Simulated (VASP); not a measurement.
# Cs: single point with PBE

Crystal: Cs.

```
CELL_PARAMETERS angstrom
0.00000 3.42756 3.42756
3.42756 0.00000 3.42756
3.42756 3.42756 0.00000
ATOMIC_POSITIONS crystal
Cs 0.00000 0.00000 0.00000
```

This isn't the form of Cs at room conditions, which is bcc.

```
Program             : VASP 6.6.1
Task                : single point
Functional          : PBE
Potentials or basis : VASP PAW PBE potentials, release 64 (Cs_sv)
Cutoff              : 520 eV
k mesh              : 10 × 10 × 10
Occupations         : fermi-dirac, width 0.05 eV
Spin                : no spin polarisation
```

| Property | Result |
| --- | --- |
| Pressure | 1.3 GPa |
| Band gap on the k mesh | zero (an odd number of electrons rules out a gap without spin polarisation) |

Levels at points of the mesh, in eV from the Fermi level:
```tsv
k point	band 2	band 3	band 4	band 5	band 6	band 7	band 8	band 9
(0.00, 0.00, 0.00)	-10.36	-10.36	-10.36	-2.02	2.62	2.62	2.62	4.13
(0.50, 0.00, 0.00)	-10.79	-10.42	-10.42	-0.18	1.28	2.42	2.42	5.27
(0.50, 0.50, 0.00)	-10.76	-10.51	-10.51	-0.08	0.76	2.24	5.25	5.25
```

It took 14 s on 1 thread of Intel(R) Xeon(R) 6975P-C (Granite Rapids), with other jobs on the host, peak memory 0.2 GiB.

Caveat: spin-orbit coupling is left out, which moves the levels of the heavy elements.
